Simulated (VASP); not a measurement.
# La (Im-3m) in VASP: further runs

The runs below take La through single point, with LDA.

All numbers are computed with VASP 6.6.1; they aren't measurements. Logs are shortened: lines on timing, memory, paths and dates and some standing lists are left out, and cuts for length are marked.

### Step 1. The cell of the first run

It takes space group Im-3m (No. 229, cubic). The conventional cell has a = 3.910 Å, b = 3.910 Å, c = 3.910 Å, α = 90.00°, β = 90.00°, γ = 90.00°. La (site symmetry m-3m) has 14 La at 3.39 to 3.91 Å within 4.5 Å.

This isn't the form of La at room conditions, which is double hcp.

### Step 2. Single point, LDA

The input, INCAR:

```
PREC = Accurate
ENCUT = 520
EDIFF = 1E-6
ISMEAR = -1
SIGMA = 0.08
LREAL = False
LASPH = True
NELM = 100
ALGO = Normal
ISIF = 2
LWAVE = False
LCHARG = False
GGA = CA
NBANDS = 12
```

The input, KPOINTS:

```
Automatic mesh
0
Gamma
  14 14 14
```

The input, POSCAR:

```
La
1.0
   -1.9550351231      1.9550351231      1.9550351231
    1.9550351231     -1.9550351231      1.9550351231
    1.9550351231      1.9550351231     -1.9550351231
La
1
Direct
    0.0000000000      0.0000000000      0.0000000000
```

Potentials or basis: VASP PAW LDA potentials, release 64 (La).

On the command line:

```console
$ cat potpaw_LDA.64/La/POTCAR > POTCAR
$ mpirun -np 1 vasp_std > vasp.out
```

OUTCAR:

```text
PREC = Accurate
   ENCUT = 520
   EDIFF = 1E-6
   ISMEAR = -1
   LREAL = False
   LASPH = True
   NELM = 100
   ISIF = 2
   GGA = CA

 ion  position               nearest neighbor table
   1  0.000  0.000  0.000-

  LATTYP: Found a body centered cubic cell.
 ALAT       =     3.9100702462

  Lattice vectors:

 A1 = (  -1.9550351231,   1.9550351231,   1.9550351231)
 A2 = (   1.9550351231,  -1.9550351231,   1.9550351231)
 A3 = (   1.9550351231,   1.9550351231,  -1.9550351231)

Analysis of symmetry for initial positions (statically):
=====================================================================
 Subroutine PRICEL returns:
 Original cell was already a primitive cell.

 Routine SETGRP: Setting up the symmetry group for a
 body centered cubic supercell.

 Subroutine GETGRP returns: Found 48 space group operations
 (whereof 48 operations were pure point group operations)
 out of a pool of 48 trial point group operations.

The static configuration has the point symmetry O_h .

Analysis of symmetry for dynamics (positions and initial velocities):
=====================================================================
 Subroutine PRICEL returns:
 Original cell was already a primitive cell.

 Routine SETGRP: Setting up the symmetry group for a
 body centered cubic supercell.

 Subroutine GETGRP returns: Found 48 space group operations
 (whereof 48 operations were pure point group operations)
 out of a pool of 48 trial point group operations.

The dynamic configuration has the point symmetry O_h .

 Subroutine INISYM returns: Found 48 space group operations
 (whereof 48 operations are pure point group operations),
 and found     1 'primitive' translations

----------------------------------------------------------------------------------------

                                     Primitive cell

  volume of cell :      29.8898

  direct lattice vectors                    reciprocal lattice vectors
    -1.955035123  1.955035123  1.955035123     0.000000000  0.255749881  0.255749881
     1.955035123 -1.955035123  1.955035123     0.255749881  0.000000000  0.255749881
     1.955035123  1.955035123 -1.955035123     0.255749881  0.255749881  0.000000000

  length of vectors
     3.386220164  3.386220164  3.386220164     0.361684950  0.361684950  0.361684950

  position of ions in fractional coordinates (direct lattice)
     0.000000000  0.000000000  0.000000000

  ion indices of the primitive-cell ions
   primitive index   ion index
                 1           1

----------------------------------------------------------------------------------------

 KPOINTS: Automatic mesh

Automatic generation of k-mesh.
 Grid dimensions read from file:
 generate k-points for:   14   14   14

 Generating k-lattice:

  Cartesian coordinates                     Fractional coordinates (reciprocal lattice)
     0.000000000  0.018267849  0.018267849     0.071428571  0.000000000  0.000000000
     0.018267849  0.000000000  0.018267849     0.000000000  0.071428571  0.000000000
     0.018267849  0.018267849  0.000000000     0.000000000  0.000000000  0.071428571

  Length of vectors
     0.025834639  0.025834639  0.025834639

  Shift w.r.t. Gamma in fractional coordinates (k-lattice)
     0.000000000  0.000000000  0.000000000

 Subroutine IBZKPT returns following result:
 ===========================================

 Found    104 irreducible k-points:

 Following reciprocal coordinates:
            Coordinates               Weight
  0.000000  0.000000  0.000000      1.000000
  0.071429  0.000000  0.000000     12.000000
  0.142857  0.000000  0.000000     12.000000
  0.214286  0.000000  0.000000     12.000000
  0.285714  0.000000  0.000000     12.000000
  0.357143  0.000000  0.000000     12.000000
[... 16 lines left out ...]
  0.285714  0.285714  0.000000     24.000000
  0.357143  0.285714  0.000000     24.000000
 [... further k-points ...]
   k-points           NKPTS =    104   k-points in BZ     NKDIM =    104   number of bands    NBANDS=     12
   number of dos      NEDOS =    301   number of ions     NIONS =      1
   total plane-waves  NPLWV =  21952
   dimension x,y,z NGX =    28 NGY =   28 NGZ =   28
   dimension x,y,z NGXF=    56 NGYF=   56 NGZF=   56
   ions per type =               1
   NGX,Y,Z   is equivalent  to a cutoff of  13.75, 13.75, 13.75 a.u.
   NGXF,Y,Z  is equivalent  to a cutoff of  27.49, 27.49, 27.49 a.u.
 SYSTEM =  unknown system
   PREC   = accura    normal or accurate (medium, high low for compatibility)
   ISTART =      0    job   : 0-new  1-cont  2-samecut
   ICHARG =      2    charge: 1-file 2-atom 10-const
   ISPIN  =      1    spin polarized calculation?
   LNONCOLLINEAR =      F non collinear calculations
   LSORBIT =      F    spin-orbit coupling
   LASPH  =      T    aspherical Exc in radial PAW
   ENCUT  =  520.0 eV  38.22 Ry    6.18 a.u.   6.30  6.30  6.30*2*pi/ulx,y,z
   NELM   =    100;   NELMIN=  2; NELMDL= -5     # of ELM steps
   EDIFF  = 0.1E-05   stopping-criterion for ELM
   LREAL  =      F    real-space projection
   EDIFFG = 0.1E-04   stopping-criterion for IOM
   NSW    =      0    number of steps for IOM
   IBRION =     -1    ionic relax: 0-MD 1-quasi-New 2-CG
   NFREE  =      0    steps in history (QN), initial steepest desc. (CG)
   ISIF   =      2    stress and relaxation
   ISYM   =      2    0-nonsym 1-usesym 2-fastsym
   POTIM  = 0.5000    time-step for ionic-motion
   TEBEG  =    0.0;   TEEND  =   0.0 temperature during run
   PSTRESS=    0.0 pullay stress
   NELECT =      11.0000    total number of electrons
   NUPDOWN=      -1.0000    fix difference up-down
   EMIN   =  10.00;   EMAX   =-10.00  energy-range for DOS
   EFERMI =   0.00;   METHOD = LEGACY
   ISMEAR =    -1;   SIGMA  =   0.08  broadening in eV -4-tet -1-fermi 0-gaus
   EFERMI_NEDOS =   21; number of points for ismear=-14 and -15
   IALGO  =     38    algorithm
   IMIX   =      4    mixing-type and parameters
     AMIX     =   0.40;   BMIX     =  1.00
     AMIX_MAG =   1.60;   BMIX_MAG =  1.00
  volume/ion in A,a.u.               =      29.89       201.71
  Fermi-wavevector in a.u.,A,eV,Ry     =   1.173180  2.216988 18.726383  1.376350
  Thomas-Fermi vector in A             =   2.309597
   LORBIT       =      0    0 simple, 1 ext, 2 COOP (PROOUT), +10 PAW based schemes
   GGA     = CA    functional components
   LHFCALC =     F    Hartree Fock is set to
   AEXX    =    0.0000 exact exchange contribution
   IVDW    =     0    specifies the selected vdW correction
   LEPSILON=     F    determine dielectric tensor
   LRPA    =     F    only Hartree local field effects (RPA)
 non-spin polarized calculation
  energy-cutoff  :      520.00
  volume of cell :       29.89
 maximum number of plane-waves:       820
 NGX is ok and might be reduce to    28
   NGX = 13   NGY = 13   NGZ = 13

 number of electron      10.9999999 magnetization

 Free energy of the ion-electron system (eV)
  ---------------------------------------------------
  ext. energy  EPLUGINS =         0.00000000
  ---------------------------------------------------
  free energy    TOTEN  =        -5.43072177 eV

  energy without entropy =       -5.37688976  energy(sigma->0) =       -5.40380577

 E-fermi :   9.8738     XC(G=0): -10.6778

 val. band max:        9.8669919808   @ k =  -0.3571  -0.4286   0.0714
 cond. band min:       9.8825748694   @ k =   0.2143   0.0714   0.0714
 fundamental gap:      0.0155828886
 Fermi energy:         9.8737813638

 k-point     1 :       0.0000    0.0000    0.0000
  band No.  band energies     occupation
      1     -22.6775      2.00000
      2      -5.0316      2.00000
      3      -5.0316      2.00000
      4      -5.0316      2.00000
      5       7.0644      2.00000
      6      11.4916      0.00000
      7      11.4916      0.00000
      8      11.4916      0.00000
      9      11.5940      0.00000
     10      11.5940      0.00000
     11      11.5940      0.00000
     12      12.6081      0.00000

 k-point     2 :       0.0714    0.0000    0.0000
  band No.  band energies     occupation
      1     -22.6553      2.00000
      2      -5.1826      2.00000
      3      -5.0740      2.00000
      4      -5.0342      2.00000
      5       7.2867      2.00000
      6      11.1434      0.00000
      7      11.1594      0.00000
      8      11.4828      0.00000
      9      11.6659      0.00000
     10      11.8541      0.00000
     11      11.8601      0.00000
     12      12.5812      0.00000

 k-point     3 :       0.1429    0.0000    0.0000
  band No.  band energies     occupation
      1     -22.5922      2.00000
      2      -5.5850      2.00000
      3      -5.1902      2.00000
      4      -5.0419      2.00000
      5       7.8430      2.00000
      6      10.7424      0.00004
      7      10.7463      0.00004
      8      11.4644      0.00000
      9      11.8061      0.00000
     10      12.0523      0.00000
     11      12.0777      0.00000
     12      12.5273      0.00000
[... 286 lines left out ...]
 k-point    23 :       0.2857    0.2857    0.0000
  band No.  band energies     occupation
      1     -22.1548      2.00000
      2      -7.0989      2.00000
      3      -6.4597      2.00000
      4      -5.3591      2.00000
      5       8.9711      1.99997
      6      10.1989      0.03379
      7      11.1801      0.00000
      8      11.9058      0.00000
      9      11.9142      0.00000
     10      12.3494      0.00000
     11      12.4160      0.00000
     12      12.6077      0.00000

 k-point    24 :       0.3571    0.2857    0.0000
  band No.  band energies     occupation
      1     -22.1390      2.00000
      2      -7.0154      2.00000
      3      -6.6430      2.00000
      4      -5.3717      2.00000
      5       8.9818      1.99997
      6      10.4233      0.00208
      7      11.0445      0.00000
      8      11.8832      0.00000
      9      12.0518      0.00000
     10      12.2831      0.00000
     11      12.4749      0.00000
     12      12.4914      0.00000

 [... further k-points ...]
[... 5 lines left out ...]
  --------------------------------------------------------------------------------------
  -------------------------------------------------------------------------------------
  Total        0.6211245      0.6211245      0.6211245      0.0000000      0.0000000     -0.0000000
  in kB       33.2939677     33.2939677     33.2939677      0.0000000      0.0000000     -0.0000000
  external PRESSURE =      33.2939677 kB  Pullay stress =       0.0000000 kB

 VOLUME and BASIS-vectors are now :
 -----------------------------------------------------------------------------
  energy-cutoff  :      520.00
  volume of cell :       29.89
      direct lattice vectors                 reciprocal lattice vectors
    -1.955035123  1.955035123  1.955035123     0.000000000  0.255749881  0.255749881
     1.955035123 -1.955035123  1.955035123     0.255749881  0.000000000  0.255749881
     1.955035123  1.955035123 -1.955035123     0.255749881  0.255749881  0.000000000

 POSITION                                       TOTAL-FORCE (eV/Angst)
 -----------------------------------------------------------------------------------
      0.00000      0.00000      0.00000         0.000000      0.000000      0.000000
 -----------------------------------------------------------------------------------
    total drift:                                0.000000      0.000000      0.000000

  FREE ENERGIE OF THE ION-ELECTRON SYSTEM (eV)
  ---------------------------------------------------
  free  energy   TOTEN  =        -5.4307217709 eV

  energy  without entropy=       -5.3768897649  energy(sigma->0) =       -5.40380577
```

Wall time 21 s (1 thread of Intel Xeon 6975P-C (Granite Rapids), shared host); peak memory 0.17 GiB.

What came out:

```
Free energy            : -5.4307 eV
Pressure               : 3.3 GPa
Band gap on the k mesh : zero (an odd number of electrons rules out a gap without spin polarisation)
```

Caveat: the cell stands under pressure; spin-orbit coupling is left out, which moves the levels of the heavy elements.

### Step 3. Single point, LDA

This run uses another cell than the first one, of 33.17 Å³/atom.

The input, INCAR:

```
  ALGO = Normal
  EDIFF = 1E-7
  ENCUT = 520
  GGA = CA
  ISIF = 2
  ISMEAR = -1
  LASPH = True
  LCHARG = False
  LREAL = False
  LWAVE = False
  NBANDS = 12
  NELM = 80
  PREC = Accurate
  SIGMA = 0.08
```

The input, KPOINTS:

```
k-points
0
Gamma
  14 14 14
```

The input, POSCAR:

```
La
1.0
   -2.0241668143      2.0241668143      2.0241668143
    2.0241668143     -2.0241668143      2.0241668143
    2.0241668143      2.0241668143     -2.0241668143
La
1
Direct
    0.0000000000      0.0000000000      0.0000000000
```

Potentials or basis: VASP PAW LDA potentials, release 64 (La).

On the command line:

```console
$ cat potpaw_LDA.64/La/POTCAR > POTCAR
$ mpirun -np 1 vasp_std > vasp.out
```

Wall time 22 s (1 thread of Intel Xeon 6975P-C (Granite Rapids), shared host); peak memory 0.18 GiB.

It converged, with:

* Free energy: -5.4636 eV
* Pressure: -0.1 GPa
* Band gap on the k mesh: zero (an odd number of electrons rules out a gap without spin polarisation)

Levels at points of the mesh, in eV from the Fermi level:
```
           k point  band 2  band 3  band 4  band 5  band 6  band 7  band 8  band 9  band 10  band 11
(0.00, 0.00, 0.00)  -15.32  -15.32  -15.32   -3.04    1.50    1.50    1.50    1.60     1.60     1.60
(0.50, 0.00, 0.00)  -17.24  -15.91  -15.36   -1.95   -0.31    1.52    1.70    1.94     2.26     2.30
(0.50, 0.50, 0.50)  -16.60  -16.60  -16.60   -2.18   -2.18    1.68    1.92    1.92     1.92     2.48
```

Caveat: spin-orbit coupling is left out, which moves the levels of the heavy elements.
